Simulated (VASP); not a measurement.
# CrO2 in VASP: further runs

Runs on CrO2. Level: PBEsol. Tasks: single point.

Everything below comes from runs of VASP 6.6.1. Logs are shortened: lines on timing, memory, paths and dates and some standing lists are left out, and cuts for length are marked.

**1. The cell of the first run**

Symmetry: Cmmm, No. 65, orthorhombic system. Conventional cell: a = 6.190 Å, b = 6.315 Å, c = 2.917 Å, α = 90.00°, β = 90.00°, γ = 90.00°. Within 2.5 Å of Cr (site symmetry mmm) lie 6 O at 1.90 to 1.91 Å. Cr (site symmetry mmm) has 6 O at 1.86 to 1.93 Å within 2.5 Å. O (site symmetry m2m) has 3 Cr at 1.90 to 1.93 Å and 9 O at 2.51 to 2.69 Å within 2.7 Å. O (site symmetry 2mm) has 3 Cr at 1.86 to 1.91 Å and 1 O at 2.46 Å within 2.5 Å.

**2. Single point, PBEsol, collinear spin, ferromagnetic start**

Input file INCAR:

```
SYSTEM = CrO2
PREC = Accurate ; ENCUT = 520
EDIFF = 1E-6 ; ISMEAR = -1
SIGMA = 0.05 ; LREAL = .FALSE.
LASPH = .TRUE. ; NELM = 150
ALGO = Normal ; ISIF = 2
LWAVE = .FALSE. ; LCHARG = .FALSE.
ISPIN = 2 ; MAGMOM = 3 3 0 0 0 0
LORBIT = 11 ; LMAXMIX = 4
GGA = PS ; NBANDS = 37
```

Input file KPOINTS:

```
Automatic mesh
0
G
  5 5 8
  0 0 0
```

Input file POSCAR:

```
CrO2
1.0
    4.4210000000     -0.0442100000      0.0000000000
   -0.0442100000      4.4210000000      0.0000000000
    0.0000000000      0.0000000000      2.9170000000
Cr O
2 4
Direct
    0.5000000000      0.5000000000      0.5000000000
    0.0000000000      0.0000000000      0.0000000000
    0.8010000000      0.1990000000      0.5000000000
    0.6990000000      0.6990000000      0.0000000000
    0.1990000000      0.8010000000      0.5000000000
    0.3010000000      0.3010000000      0.0000000000
```

Potentials or basis: VASP PAW PBE potentials, release 64 (Cr_pv, O).

Command:

```
$ cat potpaw_PBE.64/Cr_pv/POTCAR potpaw_PBE.64/O/POTCAR > POTCAR
$ mpirun -np 1 vasp_std > vasp.out
```

OUTCAR:

```text
SYSTEM = CrO2
   PREC = Accurate
   ENCUT = 520
   EDIFF = 1E-6
   ISMEAR = -1
   LREAL = .FALSE.
   LASPH = .TRUE.
   NELM = 150
   ISIF = 2
   ISPIN = 2
   LORBIT = 11
   GGA = PS

 ion  position               nearest neighbor table
   1  0.500  0.500  0.500-   3 1.90   5 1.90   4 1.91   6 1.91   4 1.91   6 1.91
   2  0.000  0.000  0.000-   4 1.86   6 1.86   5 1.93   3 1.93   3 1.93   5 1.93
   3  0.801  0.199  0.500-   1 1.90   2 1.93   2 1.93
   4  0.699  0.699  0.000-   2 1.86   1 1.91   1 1.91
   5  0.199  0.801  0.500-   1 1.90   2 1.93   2 1.93
   6  0.301  0.301  0.000-   2 1.86   1 1.91   1 1.91

  LATTYP: Found a base centered orthorhombic cell.
 ALAT       =     6.1897157777
 B/A-ratio  =     1.0202020202
 C/A-ratio  =     0.4712655806

  Lattice vectors:

 A1 = (   4.4210000000,  -0.0442100000,   0.0000000000)
 A2 = (  -0.0442100000,   4.4210000000,   0.0000000000)
 A3 = (   0.0000000000,   0.0000000000,   2.9170000000)

Analysis of symmetry for initial positions (statically):
=====================================================================
 Subroutine PRICEL returns:
 Original cell was already a primitive cell.

 Routine SETGRP: Setting up the symmetry group for a
 base centered orthorhombic supercell.

 Subroutine GETGRP returns: Found  8 space group operations
 (whereof  8 operations were pure point group operations)
 out of a pool of  8 trial point group operations.

The static configuration has the point symmetry D_2h.

Analysis of symmetry for dynamics (positions and initial velocities):
=====================================================================
 Subroutine PRICEL returns:
 Original cell was already a primitive cell.

 Routine SETGRP: Setting up the symmetry group for a
 base centered orthorhombic supercell.

 Subroutine GETGRP returns: Found  8 space group operations
 (whereof  8 operations were pure point group operations)
 out of a pool of  8 trial point group operations.

The dynamic configuration has the point symmetry D_2h.

Analysis of structural, dynamic, and magnetic symmetry:
=====================================================================
 Subroutine PRICEL returns:
 Original cell was already a primitive cell.

 Routine SETGRP: Setting up the symmetry group for a
 base centered orthorhombic supercell.

 Subroutine GETGRP returns: Found  8 space group operations
 (whereof  8 operations were pure point group operations)
 out of a pool of  8 trial point group operations.

The overall configuration has the point symmetry D_2h.

 Subroutine INISYM returns: Found  8 space group operations
 (whereof  8 operations are pure point group operations),
 and found     1 'primitive' translations

----------------------------------------------------------------------------------------

                                     Primitive cell

  volume of cell :      57.0078

  direct lattice vectors                    reciprocal lattice vectors
     4.421000000 -0.044210000  0.000000000     0.226215791  0.002262158  0.000000000
    -0.044210000  4.421000000  0.000000000     0.002262158  0.226215791  0.000000000
     0.000000000  0.000000000  2.917000000     0.000000000  0.000000000  0.342817964

  length of vectors
     4.421221044  4.421221044  2.917000000     0.226227101  0.226227101  0.342817964

  position of ions in fractional coordinates (direct lattice)
     0.500000000  0.500000000  0.500000000
     0.000000000  0.000000000  0.000000000
     0.801000000  0.199000000  0.500000000
     0.699000000  0.699000000  0.000000000
     0.199000000  0.801000000  0.500000000
     0.301000000  0.301000000  0.000000000

  ion indices of the primitive-cell ions
   primitive index   ion index
                 1           1
                 2           2
                 3           3
                 4           4
                 5           5
                 6           6

----------------------------------------------------------------------------------------

 KPOINTS: Automatic mesh

Automatic generation of k-mesh.
 Grid dimensions read from file:
 generate k-points for:    5    5    8

 Generating k-lattice:

  Cartesian coordinates                     Fractional coordinates (reciprocal lattice)
     0.045243158  0.000452432  0.000000000     0.200000000  0.000000000  0.000000000
     0.000452432  0.045243158  0.000000000     0.000000000  0.200000000  0.000000000
     0.000000000  0.000000000  0.042852245     0.000000000  0.000000000  0.125000000

  Length of vectors
     0.045245420  0.045245420  0.042852245

  Shift w.r.t. Gamma in fractional coordinates (k-lattice)
     0.000000000  0.000000000  0.000000000

 Subroutine IBZKPT returns following result:
 ===========================================

 Found     45 irreducible k-points:

 Following reciprocal coordinates:
            Coordinates               Weight
  0.000000  0.000000  0.000000      1.000000
  0.200000  0.000000  0.000000      4.000000
  0.400000  0.000000  0.000000      4.000000
  0.200000  0.200000  0.000000      2.000000
  0.400000  0.200000  0.000000      4.000000
 -0.400000  0.200000  0.000000      4.000000
[... 16 lines left out ...]
  0.400000  0.200000  0.250000      8.000000
 -0.400000  0.200000  0.250000      8.000000
 [... further k-points ...]
   k-points           NKPTS =     45   k-points in BZ     NKDIM =     45   number of bands    NBANDS=     37
   number of dos      NEDOS =    301   number of ions     NIONS =      6
   total plane-waves  NPLWV =  31104
   dimension x,y,z NGX =    36 NGY =   36 NGZ =   24
   dimension x,y,z NGXF=    72 NGYF=   72 NGZF=   48
   ions per type =               2   4
   NGX,Y,Z   is equivalent  to a cutoff of  13.54, 13.54, 13.68 a.u.
   NGXF,Y,Z  is equivalent  to a cutoff of  27.07, 27.07, 27.36 a.u.
 SYSTEM =  CrO2
   PREC   = accura    normal or accurate (medium, high low for compatibility)
   ISTART =      0    job   : 0-new  1-cont  2-samecut
   ICHARG =      2    charge: 1-file 2-atom 10-const
   ISPIN  =      2    spin polarized calculation?
   LNONCOLLINEAR =      F non collinear calculations
   LSORBIT =      F    spin-orbit coupling
   LASPH  =      T    aspherical Exc in radial PAW
   ENCUT  =  520.0 eV  38.22 Ry    6.18 a.u.   8.22  8.22  5.42*2*pi/ulx,y,z
   NELM   =    150;   NELMIN=  2; NELMDL= -5     # of ELM steps
   EDIFF  = 0.1E-05   stopping-criterion for ELM
   LREAL  =      F    real-space projection
   EDIFFG = 0.1E-04   stopping-criterion for IOM
   NSW    =      0    number of steps for IOM
   IBRION =     -1    ionic relax: 0-MD 1-quasi-New 2-CG
   NFREE  =      0    steps in history (QN), initial steepest desc. (CG)
   ISIF   =      2    stress and relaxation
   ISYM   =      2    0-nonsym 1-usesym 2-fastsym
   POTIM  = 0.5000    time-step for ionic-motion
   TEBEG  =    0.0;   TEEND  =   0.0 temperature during run
   PSTRESS=    0.0 pullay stress
   NELECT =      48.0000    total number of electrons
   NUPDOWN=      -1.0000    fix difference up-down
   EMIN   =  10.00;   EMAX   =-10.00  energy-range for DOS
   EFERMI =   0.00;   METHOD = LEGACY
   ISMEAR =    -1;   SIGMA  =   0.05  broadening in eV -4-tet -1-fermi 0-gaus
   EFERMI_NEDOS =   21; number of points for ismear=-14 and -15
   IALGO  =     38    algorithm
   IMIX   =      4    mixing-type and parameters
     AMIX     =   0.40;   BMIX     =  1.00
     AMIX_MAG =   1.60;   BMIX_MAG =  1.00
  volume/ion in A,a.u.               =       9.50        64.12
  Fermi-wavevector in a.u.,A,eV,Ry     =   1.545885  2.921299 32.514672  2.389761
  Thomas-Fermi vector in A             =   2.651200
   LORBIT       =     11    0 simple, 1 ext, 2 COOP (PROOUT), +10 PAW based schemes
   GGA     = PS    functional components
   LHFCALC =     F    Hartree Fock is set to
   AEXX    =    0.0000 exact exchange contribution
   IVDW    =     0    specifies the selected vdW correction
   LEPSILON=     F    determine dielectric tensor
   LRPA    =     F    only Hartree local field effects (RPA)
 spin polarized calculation
  energy-cutoff  :      520.00
  volume of cell :       57.01
 maximum number of plane-waves:      1550
 NGX is ok and might be reduce to    36
   NGX = 17   NGY = 17   NGZ = 11

 number of electron      48.0000025 magnetization       3.9989373

 Free energy of the ion-electron system (eV)
  ---------------------------------------------------
  ext. energy  EPLUGINS =         0.00000000
  ---------------------------------------------------
  free energy    TOTEN  =       -52.99866083 eV

  energy without entropy =      -52.98367831  energy(sigma->0) =      -52.99116957

 E-fermi :   5.5931     XC(G=0): -12.2048

 val. band max:        5.5721377927   @ k =   0.2000   0.0000   0.2500
 cond. band min:       5.6085273464   @ k =   0.4000   0.4000   0.5000
 fundamental gap:      0.0363895537
 Fermi energy:         5.5930540624

 spin component 1

 k-point     1 :       0.0000    0.0000    0.0000
  band No.  band energies     occupation
      1     -39.2410      1.00000
      2     -39.2074      1.00000
      3     -39.0937      1.00000
      4     -39.0838      1.00000
      5     -39.0104      1.00000
      6     -38.9863      1.00000
[... 28 lines left out ...]
     35      12.9029      0.00000
     36      16.0810      0.00000

 k-point     2 :       0.2000    0.0000    0.0000
  band No.  band energies     occupation
      1     -39.2392      1.00000
      2     -39.2061      1.00000
      3     -39.0957      1.00000
      4     -39.0853      1.00000
      5     -39.0096      1.00000
      6     -38.9871      1.00000
[... 28 lines left out ...]
     35      13.4454      0.00000
     36      16.1594      0.00000
[... 817 lines left out ...]
     35      16.1044      0.00000
     36      17.1435      0.00000

 k-point    24 :      -0.4000    0.2000    0.2500
  band No.  band energies     occupation
      1     -39.2324      1.00000
      2     -39.1989      1.00000
      3     -39.0922      1.00000
      4     -39.0845      1.00000
      5     -39.0726      1.00000
      6     -39.0664      1.00000
[... 28 lines left out ...]
     35      16.0814      0.00000
     36      17.1450      0.00000

 [... further k-points ...]

 spin component 2

 k-point     1 :       0.0000    0.0000    0.0000
  band No.  band energies     occupation
      1     -37.2940      1.00000
      2     -37.1932      1.00000
      3     -36.9207      1.00000
      4     -36.8766      1.00000
      5     -36.6806      1.00000
      6     -36.6629      1.00000
[... 28 lines left out ...]
     35      13.4089      0.00000
     36      16.5094      0.00000

 k-point     2 :       0.2000    0.0000    0.0000
  band No.  band energies     occupation
      1     -37.2932      1.00000
      2     -37.1925      1.00000
      3     -36.9217      1.00000
      4     -36.8778      1.00000
      5     -36.6789      1.00000
      6     -36.6645      1.00000
[... 28 lines left out ...]
     35      13.7147      0.00000
     36      16.5345      0.00000
[... 817 lines left out ...]
     35      16.2725      0.00000
     36      17.3006      0.00000

 k-point    24 :      -0.4000    0.2000    0.2500
  band No.  band energies     occupation
      1     -37.2864      1.00000
      2     -37.1851      1.00000
      3     -36.9073      1.00000
      4     -36.8617      1.00000
      5     -36.7664      1.00000
      6     -36.7619      1.00000
[... 28 lines left out ...]
     35      16.2504      0.00000
     36      17.3020      0.00000

 [... further k-points ...]

 [bands above 36 left out]

------------------------ aborting loop because EDIFF is reached ----------------------------------------

  FORCE on cell =-STRESS in cart. coord.  units (eV):
  Direction    XX          YY          ZZ          XY          YZ          ZX
  --------------------------------------------------------------------------------------
  -------------------------------------------------------------------------------------
  Total       -1.8586562     -1.8586562     -2.6462049      1.6096952      0.0000000      0.0000000
  in kB      -52.2366867    -52.2366867    -74.3703841     45.2397519      0.0000000      0.0000000
  external PRESSURE =     -59.6145858 kB  Pullay stress =       0.0000000 kB

 VOLUME and BASIS-vectors are now :
 -----------------------------------------------------------------------------
  energy-cutoff  :      520.00
  volume of cell :       57.01
      direct lattice vectors                 reciprocal lattice vectors
     4.421000000 -0.044210000  0.000000000     0.226215791  0.002262158  0.000000000
    -0.044210000  4.421000000  0.000000000     0.002262158  0.226215791  0.000000000
     0.000000000  0.000000000  2.917000000     0.000000000  0.000000000  0.342817964

 POSITION                                       TOTAL-FORCE (eV/Angst)
 -----------------------------------------------------------------------------------
      2.18840      2.18840      1.45850        -0.000000      0.000000      0.000000
      0.00000      0.00000      0.00000         0.000000      0.000000      0.000000
      3.53242      0.84437      1.45850         0.214979     -0.214979      0.000000
      3.05938      3.05938      0.00000        -0.256870     -0.256870      0.000000
      0.84437      3.53242      1.45850        -0.214979      0.214979      0.000000
      1.31741      1.31741      0.00000         0.256870      0.256870      0.000000
 -----------------------------------------------------------------------------------
    total drift:                                0.000000      0.000000      0.000000

  FREE ENERGIE OF THE ION-ELECTRON SYSTEM (eV)
  ---------------------------------------------------
  free  energy   TOTEN  =       -52.9986608311 eV

  energy  without entropy=      -52.9836783061  energy(sigma->0) =      -52.99116957

 total charge

# of ion       s       p       d       tot
------------------------------------------
    1        0.359   6.468   4.040  10.867
    2        0.363   6.476   4.042  10.882
    3        1.565   3.435   0.000   5.000
    4        1.567   3.452   0.000   5.019
    5        1.565   3.435   0.000   5.000
    6        1.567   3.452   0.000   5.019
--------------------------------------------------
tot          6.987  26.718   8.082  41.787

 magnetization (x)

# of ion       s       p       d       tot
------------------------------------------
    1        0.021   0.032   2.052   2.105
    2        0.020   0.031   2.006   2.058
    3       -0.003  -0.069   0.000  -0.072
    4       -0.003  -0.067   0.000  -0.070
    5       -0.003  -0.069   0.000  -0.072
    6       -0.003  -0.067   0.000  -0.070
--------------------------------------------------
tot          0.030  -0.209   4.058   3.879
```

It took 73 s on 1 thread of Intel Xeon 6975P-C (Granite Rapids), shared host; peak memory 0.28 GiB.

What came out:

| Quantity | Value |
| --- | --- |
| Free energy | -52.9987 eV |
| Pressure | -6.0 GPa |
| Largest force | 0.363 eV/Å |
| Band gap on the k mesh | zero (filled and empty bands overlap) |
| Net moment | 4.00 μB per cell |
| Site moments | Cr +2.10, +2.06; O -0.07 μB |
| Valence electrons inside the program's atomic spheres | Cr 10.87, 10.88; O 5.00, 5.02 (each value once) |

Forces on the atoms (eV/Å):
```
Cr   0.000  0.000  0.000
Cr   0.000  0.000  0.000
O    0.215 -0.215  0.000
O   -0.257 -0.257  0.000
O   -0.215  0.215  0.000
O    0.257  0.257  0.000
```

Stress tensor (GPa, compression positive):
```
-5.22  4.52  0.00
 4.52 -5.22  0.00
 0.00  0.00 -7.44
```

Levels at points of the mesh, in eV from the Fermi level:
Spin up:
```csv
k point,band 23,band 24,band 25,band 26,band 27,band 28,band 29,band 30
"(0.00, 0.00, 0.00)",-1.23,-1.18,-1.16,-1.14,-0.67,1.09,1.20,3.56
"(0.00, 0.00, 0.50)",-0.68,-0.61,-0.03,0.05,0.73,0.75,2.36,2.54
```
Spin down:
| k point | band 19 | band 20 | band 21 | band 22 | band 23 | band 24 | band 25 | band 26 |
| --- | --- | --- | --- | --- | --- | --- | --- | --- |
| (0.00, 0.00, 0.00) | -1.73 | -1.44 | -1.36 | -0.92 | 0.80 | 0.81 | 1.07 | 1.08 |
| (0.00, 0.00, 0.50) | -3.77 | -3.64 | -2.72 | -2.48 | 1.60 | 1.61 | 1.98 | 2.04 |

Caveat: the cell stands under tension; the PAW data sets were made with another functional, which shifts forces and pressure a little; semilocal functionals often make such compounds metallic where correlation or magnetic order opens a gap, which also shifts bond lengths; the run started ferromagnetic, and an antiferromagnetic order may lie lower in energy.

(Continued in part 2 of 2.)

The gap in the log of VASP goes by the Fermi energy; the results here count the filled bands.